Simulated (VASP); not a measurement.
A run of VASP 6.6.1 is set up as follows.

File INCAR:

```
PREC     = Accurate       # precision mode
ENCUT    = 600            # plane-wave cutoff, eV
EDIFF    = 1E-7           # SCF threshold, eV
ISMEAR   = 0              # smearing method
SIGMA    = 0.1            # smearing width, eV
LREAL    = F              # projectors in reciprocal space
LASPH    = T              # aspherical terms in the spheres
NELM     = 60             # most SCF steps
ALGO     = Normal         # electronic algorithm
ISIF     = 4              # what is computed and relaxed
LWAVE    = F              # write WAVECAR
LCHARG   = F              # write CHGCAR
GGA      = PS             # functional
IBRION   = 2              # ionic algorithm
NSW      = 50             # ionic steps
EDIFFG   = -0.01          # ionic threshold
```

File KPOINTS:

```
Automatic mesh
0
Gamma
  18 18 18
```

POSCAR

```
Si2W
1.0
   -1.5492752082      1.5492752082      3.7990211206
    1.5492752082     -1.5492752082      3.7990211206
    1.5492752082      1.5492752082     -3.7990211206
Si W
2 1
Direct
    0.3336294387      0.3336294387      0.0000000000
    0.6663705613      0.6663705613      0.0000000000
    0.0000000000      0.0000000000      0.0000000000
```

Potentials or basis: VASP PAW PBE potentials, release 64 (Si, W_sv).

Command:

```console
$ cat potpaw_PBE.64/Si/POTCAR potpaw_PBE.64/W_sv/POTCAR > POTCAR
$ mpirun -np 1 vasp_std > vasp.out
```

**Question.** What does it give for the band gap on the k mesh?

**Answer.** Zero (bands 11 and 12 overlap by 1.56 eV).

The path:
```tsv
step	energy change (eV)	largest force (eV/Å)	pressure (GPa)	volume (Å³)
1	0.0000	0.1018	27.50	36.47
2	-0.0004	0.0221	27.26	36.47
3	-0.0006	0.0199	27.34	36.47
4	-0.0006	0.0114	27.34	36.47
5	-0.0006	0.0001	27.34	36.47
```

Caveat: the PAW data sets were made with another functional, which shifts forces and pressure a little; spin-orbit coupling is left out, which moves the levels of the heavy elements.
